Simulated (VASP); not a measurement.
**SnTe: single point with LDA**

SnTe:

```
Sn Te
1.0
     0.00000    3.70499    3.70499
     3.70499    0.00000    3.70499
     3.70499    3.70499    0.00000
Sn Te
1 1
Direct
  0.00000 0.00000 0.00000
  0.75000 0.75000 0.75000
```

```
Program                : VASP 6.6.1
Task                   : single point
Functional             : LDA
Potentials or basis    : VASP PAW LDA potentials, release 64 (Sn_d, Te)
Cutoff                 : 520 eV
k mesh                 : 6 × 6 × 6
Occupations            : gaussian, width 0.01 eV
Spin                   : no spin polarisation
Dipole correction      : no
Further INCAR settings : ALGO = Normal; EDIFF = 1e-06; NBANDS = 17
```

* Pressure: -3.5 GPa
* Band gap on the k mesh: 0.35 eV, indirect (least direct gap 0.79 eV)

Levels at points of the mesh, in eV from the valence-band top:
```tsv
k point	band 6	band 7	band 8	band 9	band 10	band 11	band 12	band 13	band 14	band 15
(0.00, 0.00, 0.00)	-10.96	-5.26	-1.50	-1.50	-1.50	1.24	1.24	1.24	4.11	6.66
(0.50, 0.00, 0.00)	-10.52	-6.67	-1.99	-1.99	-1.76	1.99	1.99	3.25	5.71	6.31
(0.50, 0.50, 0.00)	-10.34	-6.98	-2.59	-2.59	-0.44	0.35	3.77	3.77	5.41	6.26
```

It took 44 s on 1 thread of Intel Xeon 8259CL (shared host), peak memory 0.2 GiB.

Caveat: spin-orbit coupling is left out, which moves the levels of the heavy elements. A k mesh can miss the band edges.
